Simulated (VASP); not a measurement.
# InAs (F-43m) in VASP: notebook, part 2 of 2

VASP 6.6.1. Earlier steps stand in the parts before.

### Step 5. Relaxation of cell and atoms, PBE, target pressure 30 GPa, at which the enthalpy is minimised

This run uses another cell than the first one: it holds 2 atoms, not 4.

The input, INCAR:

```
ALGO = Normal
EDIFF = 1E-7
EDIFFG = -0.001
ENCUT = 600
GGA = PE
IBRION = 2
ISIF = 3
ISMEAR = -1
LASPH = T
LCHARG = F
LREAL = F
LWAVE = F
NELM = 60
NSW = 80
PREC = Accurate
PSTRESS = 300.0
SIGMA = 0.15
```

The input, KPOINTS:

```
k-points
0
Gamma
  12 12 12
```

The input, POSCAR:

```
InAs
1.0
    0.0000000000      3.0937808094      3.0937808094
    3.0937808094      0.0000000000      3.0937808094
    3.0937808094      3.0937808094      0.0000000000
In As
1 1
Direct
    0.0000000000      0.0000000000      0.0000000000
    0.7500000000      0.7500000000      0.7500000000
```

Potentials or basis: VASP PAW PBE potentials, release 64 (In_d, As).

Command:

```sh
$ cat potpaw_PBE.64/In_d/POTCAR potpaw_PBE.64/As/POTCAR > POTCAR
$ mpirun -np 1 vasp_std > vasp.out
```

OUTCAR:

```text
EDIFF = 1E-7
   EDIFFG = -0.001
   ENCUT = 600
   GGA = PE
   IBRION = 2
   ISIF = 3
   ISMEAR = -1
   LASPH = T
   LREAL = F
   NELM = 60
   NSW = 80
   PREC = Accurate
   PSTRESS = 300.0

 ion  position               nearest neighbor table
   1  0.000  0.000  0.000-   2 2.68   2 2.68   2 2.68   2 2.68
   2  0.750  0.750  0.750-   1 2.68   1 2.68   1 2.68   1 2.68

  LATTYP: Found a face centered cubic cell.
 ALAT       =     6.1875616188

  Lattice vectors:

 A1 = (   0.0000000000,   3.0937808094,   3.0937808094)
 A2 = (   3.0937808094,   0.0000000000,   3.0937808094)
 A3 = (   3.0937808094,   3.0937808094,   0.0000000000)

Analysis of symmetry for initial positions (statically):
=====================================================================
 Subroutine PRICEL returns:
 Original cell was already a primitive cell.

 Routine SETGRP: Setting up the symmetry group for a
 face centered cubic supercell.

 Subroutine GETGRP returns: Found 24 space group operations
 (whereof 24 operations were pure point group operations)
 out of a pool of 48 trial point group operations.

The static configuration has the point symmetry T_d .

Analysis of symmetry for dynamics (positions and initial velocities):
=====================================================================
 Subroutine PRICEL returns:
 Original cell was already a primitive cell.

 Routine SETGRP: Setting up the symmetry group for a
 face centered cubic supercell.

 Subroutine GETGRP returns: Found 24 space group operations
 (whereof 24 operations were pure point group operations)
 out of a pool of 48 trial point group operations.

The dynamic configuration has the point symmetry T_d .

 Subroutine INISYM returns: Found 24 space group operations
 (whereof 24 operations are pure point group operations),
 and found     1 'primitive' translations

----------------------------------------------------------------------------------------

                                     Primitive cell

  volume of cell :      59.2241

[... 87 lines left out ...]
   NELM   =     60;   NELMIN=  2; NELMDL= -5     # of ELM steps
   EDIFF  = 0.1E-06   stopping-criterion for ELM
   LREAL  =      F    real-space projection
   EDIFFG = -.1E-02   stopping-criterion for IOM
   NSW    =     80    number of steps for IOM
   IBRION =      2    ionic relax: 0-MD 1-quasi-New 2-CG
   NFREE  =      1    steps in history (QN), initial steepest desc. (CG)
   ISIF   =      3    stress and relaxation
   ISYM   =      2    0-nonsym 1-usesym 2-fastsym
   POTIM  = 0.5000    time-step for ionic-motion
   TEBEG  =    0.0;   TEEND  =   0.0 temperature during run
   PSTRESS=  300.0 pullay stress
   NELECT =      18.0000    total number of electrons
   NUPDOWN=      -1.0000    fix difference up-down
   EMIN   =  10.00;   EMAX   =-10.00  energy-range for DOS
   EFERMI =   0.00;   METHOD = LEGACY
   ISMEAR =    -1;   SIGMA  =   0.15  broadening in eV -4-tet -1-fermi 0-gaus
   EFERMI_NEDOS =   21; number of points for ismear=-14 and -15
   IALGO  =     38    algorithm
   IMIX   =      4    mixing-type and parameters
     AMIX     =   0.40;   BMIX     =  1.00
     AMIX_MAG =   1.60;   BMIX_MAG =  1.00
  volume/ion in A,a.u.               =      29.61       199.83
  Fermi-wavevector in a.u.,A,eV,Ry     =   1.100693  2.080008 16.483793  1.211525
  Thomas-Fermi vector in A             =   2.237108
   LORBIT       =      0    0 simple, 1 ext, 2 COOP (PROOUT), +10 PAW based schemes
   GGA     = PE    functional components
   LHFCALC =     F    Hartree Fock is set to
   AEXX    =    0.0000 exact exchange contribution
   IVDW    =     0    specifies the selected vdW correction
   LEPSILON=     F    determine dielectric tensor
   LRPA    =     F    only Hartree local field effects (RPA)
 conjugate gradient relaxation of ions
 non-spin polarized calculation
  energy-cutoff  :      600.00
  volume of cell :       59.22
 maximum number of plane-waves:      1996
   NGX = 17   NGY = 17   NGZ = 17

--------------------------------------- Ionic step        1  -------------------------------------------

 number of electron      17.9999997 magnetization

 Free energy of the ion-electron system (eV)
  ---------------------------------------------------
  ext. energy  EPLUGINS =         0.00000000
  ---------------------------------------------------
  free energy    TOTEN  =        -7.72106082 eV

  energy without entropy =       -7.71655809  energy(sigma->0) =       -7.71880946

 E-fermi :   4.1917     XC(G=0):  -8.7943

 val. band max:        3.8354244193   @ k =   0.0000   0.0000   0.0000
 cond. band min:       4.4590204747   @ k =   0.0833   0.0000   0.0000
 fundamental gap:      0.6235960555
 Fermi energy:         4.1917029804
[... 1279 lines left out ...]
  energy  without entropy=       -7.0571552915  energy(sigma->0) =       -7.05766991

  enthalpy is  TOTEN    =         1.6480312271 eV   P V=        8.7062157512

[... ionic steps 4 to 14 ...]

--------------------------------------- Ionic step       15  -------------------------------------------

 number of electron      18.0000000 magnetization

------------------------ aborting loop because EDIFF is reached ----------------------------------------
[... 71 lines left out ...]
--------------------------------------- Ionic step       17  -------------------------------------------

 number of electron      18.0000000 magnetization

 Free energy of the ion-electron system (eV)
  ---------------------------------------------------
  ext. energy  EPLUGINS =         0.00000000
  ---------------------------------------------------
  free energy    TOTEN  =        -6.62902422 eV

  energy without entropy =       -6.62799120  energy(sigma->0) =       -6.62850771

 E-fermi :   7.7829     XC(G=0): -10.1607

 val. band max:        7.2437233871   @ k =   0.0000   0.0000   0.0000
 cond. band min:       8.2298830300   @ k =   0.0000   0.0000   0.0000
 fundamental gap:      0.9861596429
 Fermi energy:         7.7829001371
[... 417 lines left out ...]
  energy  without entropy=       -6.6279911965  energy(sigma->0) =       -6.62850771

  enthalpy is  TOTEN    =         1.5668118291 eV   P V=        8.1958360529

 reached required accuracy - stopping structural energy minimisation
```

OSZICAR:

```text
N       E                     dE             d eps       ncg     rms          rms(c)
DAV:   1     0.119265449947E+03    0.11927E+03   -0.91565E+03  1877   0.162E+03
DAV:   2     0.111359170334E+01   -0.11815E+03   -0.11468E+03  1927   0.339E+02
DAV:   3    -0.772203874289E+01   -0.88356E+01   -0.87465E+01  2472   0.944E+01
DAV:   4    -0.796425072018E+01   -0.24221E+00   -0.24200E+00  2065   0.175E+01
[... 162 lines left out ...]
DAV:   4    -0.662903215197E+01    0.20950E-05   -0.20346E-05  1932   0.494E-02    0.354E-02
DAV:   5    -0.662902590551E+01    0.62465E-05   -0.32312E-06  2159   0.162E-02    0.143E-02
DAV:   6    -0.662902472652E+01    0.11790E-05   -0.49867E-07  2892   0.851E-03    0.601E-03
DAV:   7    -0.662902419504E+01    0.53148E-06   -0.91169E-08  1301   0.415E-03    0.875E-04
DAV:   8    -0.662902422379E+01   -0.28743E-07   -0.25577E-08   951   0.247E-03
  17 F= 0.15668118E+01 E0= 0.15673283E+01  d E =-.380449E-03
```

CONTCAR:

```text
InAs
   1.00000000000000
    -0.0000000000000000    2.7971614320008014    2.7971614320008014
     2.7971614320008014   -0.0000000000000000    2.7971614320008014
     2.7971614320008014    2.7971614320008014   -0.0000000000000000
  In              As
     1     1
Direct
     0.0000000000000000    0.0000000000000000    0.0000000000000000
     0.7500000000000000    0.7500000000000000    0.7500000000000000

  0.00000000E+00  0.00000000E+00  0.00000000E+00
  0.00000000E+00  0.00000000E+00  0.00000000E+00
```

Run time: 15 min. Hardware: 1 thread of Intel Xeon 8259CL, shared host; peak memory 0.27 GiB.

Results:

- Free energy: -6.6290 eV
- Relaxed volume: 21.89 Å³/atom
- Relaxed cell: a = 3.956 Å, b = 3.956 Å, c = 3.956 Å, α = 60.00°, β = 60.00°, γ = 60.00°
- Space group after relaxing (to 0.1 Å): F-43m (No. 216)
- Energy change on relaxing (the run minimises the enthalpy): +546.0 meV/atom
- Ionic steps: 17
- Pressure after relaxing: 30.0 GPa
- Band gap on the k mesh: 0.99 eV

The path:
```tsv
step	energy change (eV)	largest force (eV/Å)	pressure (GPa)	volume (Å³)
1	0.0000	0.0000	0.06	59.22
2	18.1252	0.0000	377.53	23.33
3	0.6629	0.0000	20.89	46.50
4	0.8652	0.0000	25.28	45.09
5	1.1000	0.0000	30.16	43.73
6	1.0483	0.0000	29.10	44.01
7	1.0510	0.0000	29.16	43.99
8	1.0594	0.0000	29.33	43.95
9	1.0595	0.0000	29.33	43.95
10	1.0599	0.0000	29.34	43.94
11	1.0607	0.0000	29.36	43.94
12	1.0623	0.0000	29.39	43.93
13	1.0655	0.0000	29.46	43.91
14	1.0720	0.0000	29.59	43.88
15	1.0850	0.0000	29.85	43.81
16	1.1113	0.0000	30.39	43.67
17	1.0920	0.0000	30.00	43.77
```

Final structure:
```xyz
2
Lattice="0.0000 2.7972 2.7972 2.7972 0.0000 2.7972 2.7972 2.7972 0.0000" Properties=species:S:1:pos:R:3 pbc="T T T"
In    0.0000    0.0000    0.0000
As    4.1957    4.1957    4.1957
```

Levels at points of the mesh, in eV from the valence-band top:
```
           k point  band 7  band 8  band 9  band 10  band 11  band 12
(0.00, 0.00, 0.00)    0.00    0.00    0.00     0.99     3.92     3.92
(0.50, 0.00, 0.00)   -7.21   -1.40   -1.40     1.48     4.71     4.71
(0.50, 0.50, 0.00)   -7.03   -3.26   -3.26     1.06     1.94    10.85
```

Caveat: the cell is relaxed towards a set pressure, so the run minimises the enthalpy, not the energy; the volume moved by over 15 % at a fixed basis, so the end points are rough; spin-orbit coupling is left out, which moves the levels of the heavy elements. A k mesh can miss the band edges.

### Step 6. Summary

| task | cell | k mesh | cutoff (eV) | smearing | gap on the mesh (eV) | pressure (GPa) |
| --- | --- | --- | --- | --- | --- | --- |
| single point | a = 4.375, b = 4.375, c = 6.187 Å, 4 atoms, atomic positions A | 8 × 8 × 6 | 520 | gaussian 0.15 eV | none | 0.0 |
| single point | a = 6.187 Å, 8 atoms, atomic positions B | 6 × 6 × 6 | 520 | gaussian 0.15 eV | none | 0.0 |
| single point | a = 3.954 Å, angles 60.0°, 2 atoms, atomic positions C | 12 × 12 × 12 | 520 | fermi-dirac 0.15 eV | 0.99 | 30.2 |
| relaxation of cell and atoms | relaxed to 30 GPa from a = 4.375 Å, angles 60.0°, 2 atoms, atomic positions C | 12 × 12 × 12 | 600 | fermi-dirac 0.15 eV | 0.99 | 30.0 |

Alike in all rows: level PBE; potentials or basis VASP PAW PBE potentials, release 64 (In_d, As); no spin polarisation.

Caveats: spin-orbit coupling is left out, which moves the levels of the heavy elements; semilocal functionals underestimate gaps, so a narrow gap can read as zero (at least some runs); the cell stands under pressure (at least some runs); the cell is relaxed towards a set pressure, so the run minimises the enthalpy, not the energy (at least some runs); the volume moved by over 15 % at a fixed basis, so the end points are rough (at least some runs).

Absolute energies hang on the potentials; compare differences alone.
